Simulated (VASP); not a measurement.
GaAs: single point with HSE06

GaAs:

```
CELL_PARAMETERS angstrom
3.81014 0.00000 0.00000
0.00000 3.81014 0.00000
0.00000 0.00000 2.73891
ATOMIC_POSITIONS crystal
Ga 0.50000 0.50000 0.50000
As 0.00000 0.00000 0.50000
```

```json
{
 "Program": "VASP 6.6.1",
 "Task": "single point",
 "Functional": "HSE06",
 "Potentials or basis": "VASP PAW PBE potentials, release 64 (Ga_d, As)",
 "Cutoff": "520 eV",
 "k mesh": "4 × 4 × 5",
 "Occupations": "fermi-dirac, width 0.05 eV",
 "Spin": "no spin polarisation"
}
```

```json
{
 "Pressure": "-0.7 GPa",
 "Band gap on the k mesh": "zero (bands 9 and 10 overlap by 5.18 eV)"
}
```

Stress tensor (GPa, compression positive):
```
  5.35   0.00   0.00
  0.00   5.35   0.00
  0.00   0.00 -12.75
```

Levels at points of the mesh, in eV from the Fermi level:
| k point | band 7 | band 8 | band 9 | band 10 | band 11 | band 12 |
| --- | --- | --- | --- | --- | --- | --- |
| (0.00, 0.00, 0.00) | -5.06 | -3.52 | -3.52 | 3.53 | 5.61 | 7.73 |
| (0.50, 0.00, 0.00) | -10.02 | -1.65 | 1.41 | 1.44 | 1.81 | 6.45 |
| (0.50, 0.50, 0.00) | -7.42 | -6.69 | -6.69 | 6.82 | 10.17 | 10.17 |

It took 20 min on 1 thread of AMD EPYC 7R43 64-Core Processor (Zen 3), with other jobs on the host, peak memory 0.23 GiB.

Caveat: the k points lie up to 0.46 Å⁻¹ apart, too coarse for converged energies and pressures of a metal; the PAW data sets were made with another functional, which shifts forces and pressure a little.
